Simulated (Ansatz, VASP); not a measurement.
Two plane-wave programs on CdTe

```xyz
6
Lattice="4.5887 0.0000 0.0000 -2.2943 3.9739 0.0000 0.0000 0.0000 23.4299" Properties=species:S:1:pos:R:3 pbc="T T T"
Te    0.0000    0.0000    7.5000
Te    0.0000    2.6493   11.2466
Te    2.2943    1.3246   14.9932
Cd    0.0000    2.6493    8.4367
Cd    2.2943    1.3246   12.1833
Cd    0.0000    0.0000   15.9299
```

Alike in both runs: task single point; functional PBEsol; k mesh 6 × 6 × 1; occupations gaussian, width 0.05 eV; no spin polarisation.

|  | VASP | Ansatz |
| --- | --- | --- |
| version | VASP 6.6.1 | Ansatz 0.2.0 |
| potentials or method | VASP PAW PBE potentials, release 64 (Te, Cd), cutoff 520 eV | scalar-relativistic, plane waves, PAW |
| valence electrons in the cell | 54 | 108 |

|  | VASP | Ansatz | Ansatz less VASP |
| --- | --- | --- | --- |
| gap on the k mesh at the Fermi level (eV) | none | none | - |
| rms of the force components (eV/Å) | 0.328 | 0.330 | +0.0025 |

VASP's potentials were made for PBE, not for PBEsol. A gap of «none» marks a metal or a gap that the smearing closes. With one functional, cell and mesh, what is left measures potentials, basis and numerics. VASP's potentials hold 54 valence electrons a cell and Ansatz's 108, so a difference there can come from the potentials and not from the codes. Ansatz's warnings: xc potential rough in thin density.

Spin-orbit coupling is off throughout.
